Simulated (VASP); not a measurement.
Set up this calculation in VASP 6.6.1, as the native input.

- Task: single point
- Functional: PBE
- Potentials or basis: VASP PAW PBE potentials, release 64 (Fe, O)
- Cutoff: 520 eV
- k mesh: 5 × 5 × 3
- Occupations: gaussian, width 0.05 eV
- Spin: collinear spin, ferromagnetic start
- Starting moments: [4.0, 4.0, 0.0, 0.0] μB
- Hubbard terms: Fe d U = 4.0 eV
- Dipole correction: no
- Further INCAR settings: ALGO = Normal; EDIFF = 1e-07; NBANDS = 26

The structure of FeO (Wuestite) lies in POSCAR:

```
FeO
1.0
    0.0000000000      2.2025485818     -2.2025485818
    0.0000000000      2.2025485818      2.2025485818
    4.4050971636      0.0000000000      0.0000000000
Fe O
2 2
Direct
    0.0000000000      0.0000000000      0.0000000000
    0.5000000000      0.5000000000      0.5000000000
    0.0000000000      1.0000000000      0.5000000000
    0.5000000000      1.5000000000      1.0000000000
```

One way to write it, as run:

INCAR

```
SYSTEM = FeO
PREC = Accurate ; ENCUT = 520
EDIFF = 1E-7 ; ISMEAR = 0
SIGMA = 0.05 ; LREAL = .False.
LASPH = .True. ; NELM = 150
ALGO = Normal ; ISIF = 2
LWAVE = .False. ; LCHARG = .False.
ISPIN = 2 ; MAGMOM = 4 4 0 0
LORBIT = 11 ; LMAXMIX = 4
LDAU = .True. ; LDAUTYPE = 2
LDAUL = 2 -1 ; LDAUU = 4 0
LDAUJ = 0 0 ; LDAUPRINT = 1
GGA = PE ; NBANDS = 26
```

KPOINTS

```
regular mesh
0
Gamma
  5 5 3
  0 0 0
```

Potentials or basis: VASP PAW PBE potentials, release 64 (Fe, O).

Command:

```bash
$ cat potpaw_PBE.64/Fe/POTCAR potpaw_PBE.64/O/POTCAR > POTCAR
$ mpirun -np 1 vasp_std > vasp.out
```

Results of the run:

```yaml
Pressure: -10.2 GPa
Band_gap_on_the_k_mesh: zero (filled and empty bands overlap)
Net_moment: 8.03 μB per cell
Site_moments: Fe +3.82; O +0.20 μB
Valence_electrons_inside_the_program's_atomic_spheres: Fe 6.63; O 4.98
```

Caveat: the k points lie up to 0.48 Å⁻¹ apart; only a ferromagnetic start was run, and an antiferromagnetic order may lie lower in energy.

Wall time 25 s on 1 thread of AMD EPYC 9R45 96-Core Processor (Zen 5), with other jobs on the host, peak memory 0.14 GiB.
